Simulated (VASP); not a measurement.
Here is a VASP 6.6.1 calculation.

INCAR

```
SYSTEM = B2AsH2
  ALGO = Normal
  EDIFF = 1E-7
  ENCUT = 520
  GGA = PE
  ISIF = 2
  ISMEAR = 0
  LASPH = .True.
  LCHARG = .False.
  LREAL = .False.
  LWAVE = .False.
  NBANDS = 14
  NELM = 80
  PREC = Accurate
  SIGMA = 0.1
```

Contents of KPOINTS:

```
k-points
0
Gamma
  18 18 4
  0 0 0
```

File POSCAR:

```
B2AsH2
1.0
    2.6471812177      0.0000000000      0.0000000000
   -1.3235906088      2.2925261829      0.0000000000
    0.0000000000      0.0000000000     10.4941597062
B H As
2 2 1
Direct
    0.6666666667      0.3333333333      0.4513765335
    0.3333333333      0.6666666667      0.5486234665
    0.6666666667      0.3333333333      0.3381782814
    0.3333333333      0.6666666667      0.6618217186
    0.0000000000      0.0000000000      0.0000000000
```

Potentials or basis: VASP PAW PBE potentials, release 64 (B, H, As).

Command:

```bash
$ cat potpaw_PBE.64/B/POTCAR potpaw_PBE.64/H/POTCAR potpaw_PBE.64/As/POTCAR > POTCAR
$ mpirun -np 1 vasp_std > vasp.out
```

(1) What does it give for the pressure?

(2) Estimate the band gap on the k mesh.

(3) Estimate the largest force.

## Answers

(1) 0.0 GPa.

(2) zero (an odd number of electrons rules out a gap without spin polarisation).

(3) 0.004 eV/Å.

Caveat: this functional lacks dispersion, which binds layers or chains, so the pressure and a relaxed spacing across them are unreliable; an odd number of electrons without spin polarisation forces a metal; a magnetic or distorted state may lie lower.
